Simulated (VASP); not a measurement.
BaTiO3, 5 atoms in the cell. It takes space group Pm-3m (No. 221, cubic). Conventional cell: a = 4.055 Å, b = 4.055 Å, c = 4.055 Å, α = 90.00°, β = 90.00°, γ = 90.00°. Within 3.8 Å of Ba (site symmetry m-3m) lie 12 O at 2.87 Å and 8 Ti at 3.51 Å. Ti (site symmetry m-3m) has 6 O at 2.03 Å within 2.7 Å. Within 2.7 Å of O (site symmetry 4/mmm) lie 2 Ti at 2.03 Å. 

- Program: VASP 6.6.1
- Task: single point
- Functional: RPBE
- Potentials or basis: VASP PAW PBE potentials, release 64 (Ba_sv, Ti_sv, O)
- Cutoff: 520 eV
- k mesh: 6 × 6 × 6
- Occupations: gaussian, width 0.01 eV
- Spin: no spin polarisation
- Dipole correction: no
- Further INCAR settings: ALGO = Normal; EDIFF = 1e-06; NBANDS = 28

Potentials or basis: VASP PAW PBE potentials, release 64 (Ba_sv, Ti_sv, O).

Launch:

```console
$ cat potpaw_PBE.64/Ba_sv/POTCAR potpaw_PBE.64/Ti_sv/POTCAR potpaw_PBE.64/O/POTCAR > POTCAR
$ mpirun -np 1 vasp_std > vasp.out
```

Hardware: 1 thread of Intel(R) Xeon(R) 6975P-C (Granite Rapids), with other jobs on the host.

Problem. How long does it take, and how much memory?

Solution. Wall time 17 s on 1 thread of Intel(R) Xeon(R) 6975P-C (Granite Rapids) (shared host), peak memory 0.19 GiB. Counts: scf iterations 16, k points 20.
